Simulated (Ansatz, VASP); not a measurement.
**H10CO5: VASP beside Ansatz**

```
CELL_PARAMETERS angstrom
5.65665 0.00000 0.00000
0.00000 5.65665 0.00000
0.00000 0.00000 5.65665
ATOMIC_POSITIONS crystal
O 0.49185 0.82666 0.09906
O 0.53811 0.27559 0.86763
O 0.96771 0.55555 0.81205
O 0.98002 0.99653 0.05237
O 0.27123 0.04920 0.50476
H 0.64465 0.74889 0.10565
H 0.53333 0.98752 0.04167
H 0.48002 0.24669 0.70779
H 0.68766 0.36288 0.85095
H 0.99425 0.69473 0.91538
H 0.12256 0.47955 0.81002
H 0.05096 0.07570 0.91633
H 0.08547 0.03240 0.18507
H 0.59380 0.88810 0.52463
H 0.32514 0.69335 0.48194
C 0.40023 0.87440 0.49285
```

Alike in both runs: functional PBE; dispersion D3(BJ); k mesh 1 × 1 × 1; occupations fermi-dirac, width 0.05 eV; no spin polarisation.

Ansatz relaxed the structure, and its values are those at the end. VASP's run is a single point on that final structure, the one shown.

|  | VASP | Ansatz |
| --- | --- | --- |
| version | VASP 6.6.1 | Ansatz 0.2.0 |
| potentials or method | VASP PAW PBE potentials, release 64 (O, H, C), cutoff 520 eV | scalar-relativistic, plane waves, PAW |
| valence electrons in the cell | 44 | 44 |

|  | VASP | Ansatz | Ansatz less VASP |
| --- | --- | --- | --- |
| rms of the force components (eV/Å) | 0.136 | 0.093 | -0.0435 |

Noted on VASP's run: the standard files for N, O and F lose accuracy on very short bonds.
